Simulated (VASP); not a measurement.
Write the native input for VASP 6.6.1 that does the following.

```yaml
Task: single point
Functional: PBE
Potentials_or_basis: VASP PAW PBE potentials, release 64 (Si, N)
Cutoff: 520 eV
k_mesh: 12 × 8 × 8
Occupations: gaussian, width 0.1 eV
Spin: no spin polarisation
Dipole_correction: no
Further_INCAR_settings: ALGO = Normal; EDIFF = 1e-07; NBANDS = 28
```

The structure of SiN lies in POSCAR:

```
SiN
1.0
   -1.3745580160      2.3808043216      0.0000000000
    0.0000000000      0.0000000000      5.3227888608
    4.1377155375      2.3889111794      0.0000000000
Si N
4 4
Direct
    1.0000000000      0.7500000000      0.3330412460
    0.5000000000      0.7500000000      0.8330412460
    0.5000000000      0.2500000000      0.1669587540
    0.0000000000      0.2500000000      0.6669587540
    0.5000000000      0.0000000000      0.5000000000
    0.0000000000      0.0000000000      0.0000000000
    0.5000000000      0.5000000000      0.5000000000
    0.0000000000      0.5000000000      0.0000000000
```

The input as run:

INCAR

```
ALGO = Normal ; EDIFF = 1E-7
ENCUT = 520 ; GGA = PE
ISIF = 2 ; ISMEAR = 0
LASPH = True ; LCHARG = False
LREAL = False ; LWAVE = False
NBANDS = 28 ; NELM = 60
PREC = Accurate ; SIGMA = 0.1
```

KPOINTS

```
k-points
0
Gamma
  12 8 8
```

Potentials or basis: VASP PAW PBE potentials, release 64 (Si, N).

Run with:

```bash
$ cat potpaw_PBE.64/Si/POTCAR potpaw_PBE.64/N/POTCAR > POTCAR
$ mpirun -np 1 vasp_std > vasp.out
```

Results of the run:

```yaml
Pressure: 0.1 GPa
Largest_force: 0.013 eV/Å
Band_gap_on_the_k_mesh: zero (band 18 reaches 14.41 eV, above the bottom of band 19 at 10.52 eV)
```

Wall time 8 min on 1 thread of Intel Xeon 6975P-C, on a shared host, peak memory 0.35 GiB.
